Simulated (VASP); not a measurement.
# CuO in VASP: single point with PBE+U

Aim: the single point of CuO with PBE+U.

All numbers are computed with VASP 6.6.1; they aren't measurements. Logs are shortened: lines on timing, memory, paths and dates and some standing lists are left out, and cuts for length are marked.

## 1. The cell of the first run

The typed cell holds 4 atoms: a = 2.877 Å, b = 2.877 Å, c = 5.160 Å, α = 90.00°, β = 90.00°, γ = 89.81°.

## 2. Single point, PBE+U (10.68 Å³/atom)

The input, INCAR:

```
SYSTEM = CuO
PREC     = Accurate       ! precision mode
ENCUT    = 520            ! plane-wave cutoff, eV
EDIFF    = 1E-6           ! SCF threshold, eV
ISMEAR   = 0              ! smearing method
SIGMA    = 0.1            ! smearing width, eV
LREAL    = .FALSE.        ! projectors in reciprocal space
LASPH    = .TRUE.         ! aspherical terms in the spheres
NELM     = 150            ! most SCF steps
ALGO     = Normal         ! electronic algorithm
ISIF     = 2              ! what is computed and relaxed
LWAVE    = .FALSE.        ! write WAVECAR
LCHARG   = .FALSE.        ! write CHGCAR
LMAXMIX  = 4              ! l up to which the mixer works
LDAU     = .TRUE.         ! DFT+U
LDAUTYPE = 2            
LDAUL    = 2 -1           ! shell
LDAUU    = 4 0            ! U, eV
LDAUJ    = 0 0          
LDAUPRINT= 1            
GGA      = PE             ! functional
NBANDS   = 25             ! bands
```

The input, KPOINTS:

```
Automatic mesh
0
G
  14 14 8
  0 0 0
```

The input, POSCAR:

```
CuO
1.0
    2.0314172443     -2.0309794667      0.1609282498
    2.0314172443      2.0309794667      0.1609282498
   -0.4072857330      0.0000000000      5.1437599595
Cu O
2 2
Direct
    0.0000000000      0.5000000000      0.0000000000
    0.5000000000      0.0000000000      0.5000000000
    0.4999881123      0.5000118877      0.2500000000
    0.5000118877      0.4999881123      0.7500000000
```

Potentials or basis: VASP PAW PBE potentials, release 64 (Cu, O).

Started as:

```sh
> cat potpaw_PBE.64/Cu/POTCAR potpaw_PBE.64/O/POTCAR > POTCAR
> mpirun -np 1 vasp_std > vasp.out
```

OUTCAR:

```text
SYSTEM = CuO
   PREC = Accurate
   ENCUT = 520
   EDIFF = 1E-6
   ISMEAR = 0
   LREAL = .FALSE.
   LASPH = .TRUE.
   NELM = 150
   ISIF = 2
   GGA = PE

 ion  position               nearest neighbor table
   1  0.000  0.500  0.000-   4 1.93   3 1.93   4 1.93   3 1.93
   2  0.500  0.000  0.500-   3 1.93   4 1.93   4 1.93   3 1.93
   3  0.500  0.500  0.250-   1 1.93   2 1.93   2 1.93   1 1.93
   4  0.500  0.500  0.750-   2 1.93   1 1.93   2 1.93   1 1.93

  LATTYP: Found a base centered monoclinic cell.
 ALAT       =     4.0755632357
 B/A-ratio  =     0.9966619823
 C/A-ratio  =     1.2660481559
 COS(beta)  =    -0.0000389005

  Lattice vectors:

 A1 = (  -2.0314172443,   2.0309794667,  -0.1609282498)
 A2 = (  -2.0314172443,  -2.0309794667,  -0.1609282498)
 A3 = (  -0.4072857330,   0.0000000000,   5.1437599595)

Analysis of symmetry for initial positions (statically):
=====================================================================
 Subroutine PRICEL returns:
 Original cell was already a primitive cell.

 Routine SETGRP: Setting up the symmetry group for a
 base centered monoclinic supercell.

 Subroutine GETGRP returns: Found  4 space group operations
 (whereof  2 operations were pure point group operations)
 out of a pool of  4 trial point group operations.

The static configuration has the point symmetry S_2 .
 The point group associated with its full space group is C_2h.

Analysis of symmetry for dynamics (positions and initial velocities):
=====================================================================
 Subroutine PRICEL returns:
 Original cell was already a primitive cell.

 Routine SETGRP: Setting up the symmetry group for a
 base centered monoclinic supercell.

 Subroutine GETGRP returns: Found  4 space group operations
 (whereof  2 operations were pure point group operations)
 out of a pool of  4 trial point group operations.

The dynamic configuration has the point symmetry S_2 .
 The point group associated with its full space group is C_2h.

 Subroutine INISYM returns: Found  4 space group operations
 (whereof  2 operations are pure point group operations),
 and found     1 'primitive' translations

----------------------------------------------------------------------------------------

                                     Primitive cell

  volume of cell :      42.7101

  direct lattice vectors                    reciprocal lattice vectors
     2.031417244 -2.030979467  0.160928250     0.244599293 -0.246186635  0.019367506
     2.031417244  2.030979467  0.160928250     0.244599293  0.246186635  0.019367506
    -0.407285733  0.000000000  5.143759959    -0.015305122  0.000000000  0.193198448

  length of vectors
     2.877052574  2.877052574  5.159859319     0.347579881  0.347579881  0.193803734

  position of ions in fractional coordinates (direct lattice)
     1.000000000  0.500000000  1.000000000
     0.500000000  0.000000000  0.500000000
     0.499988112  0.500011888  0.250000000
     0.500011888  0.499988112  0.750000000

  ion indices of the primitive-cell ions
   primitive index   ion index
                 1           1
[... 101 lines left out ...]
   angular momentum for each species LDAUL =     2   -1
   U (eV)           for each species LDAUU =   4.0  0.0
   J (eV)           for each species LDAUJ =   0.0  0.0
   GGA     = PE    functional components
   LHFCALC =     F    Hartree Fock is set to
   AEXX    =    0.0000 exact exchange contribution
   IVDW    =     0    specifies the selected vdW correction
   LEPSILON=     F    determine dielectric tensor
   LRPA    =     F    only Hartree local field effects (RPA)
 non-spin polarized calculation
 Gauss-broadening in eV      SIGMA  =   0.10
  energy-cutoff  :      520.00
  volume of cell :       42.71
 maximum number of plane-waves:      1168
 NGX is ok and might be reduce to    24
   NGX = 11   NGY = 11   NGZ = 19

atom =   1  type =  1  l = 2

 onsite density matrix

spin component  1

  0.9444  0.0052  0.0148 -0.0087  0.0006
  0.0052  0.8796  0.0127  0.0827 -0.0066
  0.0148  0.0127  0.9663 -0.0120  0.0009
 -0.0087  0.0827 -0.0120  0.8808  0.0066
  0.0006 -0.0066  0.0009  0.0066  0.9625

spin component  2

  0.9444  0.0052  0.0148 -0.0087  0.0006
  0.0052  0.8796  0.0127  0.0827 -0.0066
  0.0148  0.0127  0.9663 -0.0120  0.0009
 -0.0087  0.0827 -0.0120  0.8808  0.0066
  0.0006 -0.0066  0.0009  0.0066  0.9625

 occupancies and eigenvectors

  o =  0.7947  v =  0.0558 -0.7038  0.0966  0.6994 -0.0557  0.0000  0.0000  0.0000  0.0000  0.0000      0.0000  0.0000  0.0000  0.0000  0.0000  0.0000  0.0000  0.0000  0.0000  0.0000
  o =  0.7947  v =  0.0000  0.0000  0.0000  0.0000  0.0000  0.0558 -0.7038  0.0966  0.6994 -0.0557      0.0000  0.0000  0.0000  0.0000  0.0000  0.0000  0.0000  0.0000  0.0000  0.0000
  o =  0.9367  v = -0.8881 -0.0703  0.4500 -0.0618  0.0031  0.0000  0.0000  0.0000  0.0000  0.0000      0.0000  0.0000  0.0000  0.0000  0.0000  0.0000  0.0000  0.0000  0.0000  0.0000
  o =  0.9367  v =  0.0000  0.0000  0.0000  0.0000  0.0000 -0.8881 -0.0703  0.4500 -0.0618  0.0031      0.0000  0.0000  0.0000  0.0000  0.0000  0.0000  0.0000  0.0000  0.0000  0.0000
  o =  0.9631  v =  0.0006  0.0046  0.0064  0.0831  0.9965  0.0000  0.0000  0.0000  0.0000  0.0000      0.0000  0.0000  0.0000  0.0000  0.0000  0.0000  0.0000  0.0000  0.0000  0.0000
  o =  0.9631  v =  0.0000  0.0000  0.0000  0.0000  0.0000  0.0006  0.0046  0.0064  0.0831  0.9965      0.0000  0.0000  0.0000  0.0000  0.0000  0.0000  0.0000  0.0000  0.0000  0.0000
  o =  0.9631  v =  0.0000  0.0000  0.0000  0.0000  0.0000 -0.0559  0.7060  0.0962  0.6967 -0.0619      0.0000  0.0000  0.0000  0.0000  0.0000  0.0000  0.0000  0.0000  0.0000  0.0000
  o =  0.9631  v = -0.0559  0.7060  0.0962  0.6967 -0.0619  0.0000  0.0000  0.0000  0.0000  0.0000      0.0000  0.0000  0.0000  0.0000  0.0000  0.0000  0.0000  0.0000  0.0000  0.0000
  o =  0.9761  v =  0.0000  0.0000  0.0000  0.0000  0.0000  0.4528  0.0359  0.8825 -0.1215  0.0041      0.0000  0.0000  0.0000  0.0000  0.0000  0.0000  0.0000  0.0000  0.0000  0.0000
  o =  0.9761  v =  0.4528  0.0359  0.8825 -0.1215  0.0041  0.0000  0.0000  0.0000  0.0000  0.0000      0.0000  0.0000  0.0000  0.0000  0.0000  0.0000  0.0000  0.0000  0.0000  0.0000

atom =   2  type =  1  l = 2

 onsite density matrix

spin component  1

  0.9444  0.0052 -0.0148  0.0087 -0.0006
  0.0052  0.8796 -0.0127 -0.0827  0.0066
 -0.0148 -0.0127  0.9663 -0.0120  0.0009
  0.0087 -0.0827 -0.0120  0.8808  0.0066
 -0.0006  0.0066  0.0009  0.0066  0.9625

spin component  2

  0.9444  0.0052 -0.0148  0.0087 -0.0006
  0.0052  0.8796 -0.0127 -0.0827  0.0066
 -0.0148 -0.0127  0.9663 -0.0120  0.0009
  0.0087 -0.0827 -0.0120  0.8808  0.0066
 -0.0006  0.0066  0.0009  0.0066  0.9625

 occupancies and eigenvectors

  o =  0.7947  v = -0.0558  0.7038  0.0966  0.6994 -0.0557  0.0000  0.0000  0.0000  0.0000  0.0000      0.0000  0.0000  0.0000  0.0000  0.0000  0.0000  0.0000  0.0000  0.0000  0.0000
  o =  0.7947  v =  0.0000  0.0000  0.0000  0.0000  0.0000 -0.0558  0.7038  0.0966  0.6994 -0.0557      0.0000  0.0000  0.0000  0.0000  0.0000  0.0000  0.0000  0.0000  0.0000  0.0000
  o =  0.9367  v =  0.8881  0.0703  0.4500 -0.0618  0.0031  0.0000  0.0000  0.0000  0.0000  0.0000      0.0000  0.0000  0.0000  0.0000  0.0000  0.0000  0.0000  0.0000  0.0000  0.0000
  o =  0.9367  v =  0.0000  0.0000  0.0000  0.0000  0.0000  0.8881  0.0703  0.4500 -0.0618  0.0031      0.0000  0.0000  0.0000  0.0000  0.0000  0.0000  0.0000  0.0000  0.0000  0.0000
  o =  0.9631  v = -0.0006 -0.0046  0.0064  0.0831  0.9965  0.0000  0.0000  0.0000  0.0000  0.0000      0.0000  0.0000  0.0000  0.0000  0.0000  0.0000  0.0000  0.0000  0.0000  0.0000
  o =  0.9631  v =  0.0000  0.0000  0.0000  0.0000  0.0000 -0.0006 -0.0046  0.0064  0.0831  0.9965      0.0000  0.0000  0.0000  0.0000  0.0000  0.0000  0.0000  0.0000  0.0000  0.0000
  o =  0.9631  v =  0.0000  0.0000  0.0000  0.0000  0.0000  0.0559 -0.7060  0.0962  0.6967 -0.0619      0.0000  0.0000  0.0000  0.0000  0.0000  0.0000  0.0000  0.0000  0.0000  0.0000
  o =  0.9631  v =  0.0559 -0.7060  0.0962  0.6967 -0.0619  0.0000  0.0000  0.0000  0.0000  0.0000      0.0000  0.0000  0.0000  0.0000  0.0000  0.0000  0.0000  0.0000  0.0000  0.0000
  o =  0.9761  v =  0.0000  0.0000  0.0000  0.0000  0.0000 -0.4528 -0.0359  0.8825 -0.1215  0.0041      0.0000  0.0000  0.0000  0.0000  0.0000  0.0000  0.0000  0.0000  0.0000  0.0000
  o =  0.9761  v = -0.4528 -0.0359  0.8825 -0.1215  0.0041  0.0000  0.0000  0.0000  0.0000  0.0000      0.0000  0.0000  0.0000  0.0000  0.0000  0.0000  0.0000  0.0000  0.0000  0.0000

 number of electron      33.9999977 magnetization

 Free energy of the ion-electron system (eV)
  ---------------------------------------------------
  ext. energy  EPLUGINS =         0.00000000
  ---------------------------------------------------
  free energy    TOTEN  =       -16.95292968 eV

  energy without entropy =      -16.94142783  energy(sigma->0) =      -16.94717875

 E-fermi :   4.9857     XC(G=0): -11.4692

 val. band max:        4.9694056185   @ k =   0.2143   0.0714   0.1250
 cond. band min:       4.9896882703   @ k =  -0.2857  -0.4286   0.3750
 fundamental gap:      0.0202826517
 Fermi energy:         4.9856871742

 k-point     1 :       0.0000    0.0000    0.0000
  band No.  band energies     occupation
      1     -14.8433      2.00000
      2     -13.5062      2.00000
      3      -3.3821      2.00000
      4      -0.7129      2.00000
      5      -0.7063      2.00000
      6       0.4830      2.00000
[... 661 lines left out ...]
     24      18.6190      0.00000
     25      20.5435      0.00000

 [... further k-points ...]

------------------------ aborting loop because EDIFF is reached ----------------------------------------

  FORCE on cell =-STRESS in cart. coord.  units (eV):
  Direction    XX          YY          ZZ          XY          YZ          ZX
  --------------------------------------------------------------------------------------
  -------------------------------------------------------------------------------------
  Total        1.4199039      1.4220272      1.1327337      0.0000000      0.0000000      0.0228632
  in kB       53.2645816     53.3442325     42.4920185      0.0000000      0.0000000      0.8576621
  external PRESSURE =      49.7002776 kB  Pullay stress =       0.0000000 kB

 VOLUME and BASIS-vectors are now :
 -----------------------------------------------------------------------------
  energy-cutoff  :      520.00
  volume of cell :       42.71
      direct lattice vectors                 reciprocal lattice vectors
     2.031417244 -2.030979467  0.160928250     0.244599293 -0.246186635  0.019367506
     2.031417244  2.030979467  0.160928250     0.244599293  0.246186635  0.019367506
    -0.407285733  0.000000000  5.143759959    -0.015305122  0.000000000  0.193198448

 POSITION                                       TOTAL-FORCE (eV/Angst)
 -----------------------------------------------------------------------------------
      1.01571      1.01549      0.08046         0.000000     -0.000000     -0.000000
      0.81207     -1.01549      2.65234         0.000000     -0.000000     -0.000000
      1.92960      0.00005      1.44687         0.000000     -0.000002      0.000000
      1.72595     -0.00005      4.01875        -0.000000      0.000002      0.000000
 -----------------------------------------------------------------------------------
    total drift:                                0.000000     -0.000000     -0.000000

  FREE ENERGIE OF THE ION-ELECTRON SYSTEM (eV)
  ---------------------------------------------------
  free  energy   TOTEN  =       -16.9529296754 eV

  energy  without entropy=      -16.9414278290  energy(sigma->0) =      -16.94717875
```

Run time: 8.2 min. Hardware: 1 thread of Intel Xeon 8259CL, shared host; peak memory 0.47 GiB.

Results:

```
Free energy            : -16.9529 eV
Pressure               : 5.0 GPa
Band gap on the k mesh : zero (bands 17 and 18 overlap by 1.22 eV)
```

Eigenvalues of the final occupation matrices:
```csv
site,spin,trace,eigenvalues
site 1 d,1,4.63,0.79 0.94 0.96 0.96 0.98
site 1 d,2,4.63,0.79 0.94 0.96 0.96 0.98
site 2 d,1,4.63,0.79 0.94 0.96 0.96 0.98
site 2 d,2,4.63,0.79 0.94 0.96 0.96 0.98
```

Caveat: the cell stands under pressure; U without spin polarisation on a metal has little footing.

The gap in the log of VASP goes by the Fermi energy; the results here count the filled bands.